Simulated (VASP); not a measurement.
Set up this calculation in VASP 6.6.1, as the native input.

| Item | Value |
| --- | --- |
| Task | single point |
| Functional | PBE |
| Potentials or basis | VASP PAW PBE potentials, release 64 (In_d, Sb) |
| Cutoff | 520 eV |
| k mesh | 12 × 12 × 12 |
| Occupations | gaussian, width 0.1 eV |
| Spin | no spin polarisation |
| Dipole correction | no |
| Further INCAR settings | ALGO = Normal; EDIFF = 1e-06; NBANDS = 16 |

The structure of InSb lies in POSCAR:

```
InSb
1.0
    0.0000000000      3.4245118490      3.4245118490
    3.4245118490      0.0000000000      3.4245118490
    3.4245118490      3.4245118490      0.0000000000
In Sb
1 1
Direct
    0.0000000000      0.0000000000      0.0000000000
    0.2500000000      0.2500000000      0.2500000000
```

The input as run:

INCAR

```
SYSTEM = InSb
PREC = Accurate
ENCUT = 520
EDIFF = 1E-6
ISMEAR = 0
SIGMA = 0.1
LREAL = .FALSE.
LASPH = .TRUE.
NELM = 80
ALGO = Normal
ISIF = 2
LWAVE = .FALSE.
LCHARG = .FALSE.
GGA = PE
NBANDS = 16
```

KPOINTS

```
regular mesh
0
G
  12 12 12
  0 0 0
```

Potentials or basis: VASP PAW PBE potentials, release 64 (In_d, Sb).

Command:

```bash
$ cat potpaw_PBE.64/In_d/POTCAR potpaw_PBE.64/Sb/POTCAR > POTCAR
$ mpirun -np 1 vasp_std > vasp.out
```

It gave:

```yaml
Pressure: -2.8 GPa
Band_gap_on_the_k_mesh: zero (filled and empty bands touch)
```

Caveat: semilocal functionals underestimate gaps, so a narrow gap can read as zero; spin-orbit coupling is left out, which moves the levels of the heavy elements.

It took 69 s on 1 thread of Intel(R) Xeon(R) Platinum 8375C CPU @ 2.90GHz (Ice Lake), with other jobs on the host, peak memory 0.26 GiB.
